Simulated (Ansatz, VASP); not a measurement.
# Two plane-wave programs on CuAu

```
CELL_PARAMETERS angstrom
2.69988 0.00000 0.00000
0.00000 2.69988 0.00000
0.00000 0.00000 27.48500
ATOMIC_POSITIONS crystal
Cu 0.50000 0.50000 0.32566
Au 0.00000 0.00000 0.25647
```

Alike in both runs: functional PBE; k mesh 6 × 6 × 1; occupations gaussian, width 0.1 eV; no spin polarisation.

Ansatz relaxed the structure, and its values are those at the end. VASP's run is a single point on that final structure, the one shown.

```csv
,VASP,Ansatz
version,VASP 6.6.1,Ansatz 0.2.0
potentials or method,"VASP PAW PBE potentials, release 64 (Cu, Au), cutoff 520 eV","scalar-relativistic, plane waves, PAW"
valence electrons in the cell,22,38
```

|  | VASP | Ansatz | Ansatz less VASP |
| --- | --- | --- | --- |
| gap on the k mesh at the Fermi level (eV) | none | none | - |
| rms of the force components (eV/Å) | 0.008 | 0.004 | -0.0032 |

A gap of «none» marks a metal or a gap that the smearing closes. VASP's potentials hold 22 valence electrons a cell and Ansatz's 38, so a difference there can come from the potentials and not from the codes. Ansatz's warnings: slab cell height set.

The k mesh is coarse, so the values compare programs but aren't converged. Neither program's run includes spin-orbit coupling.
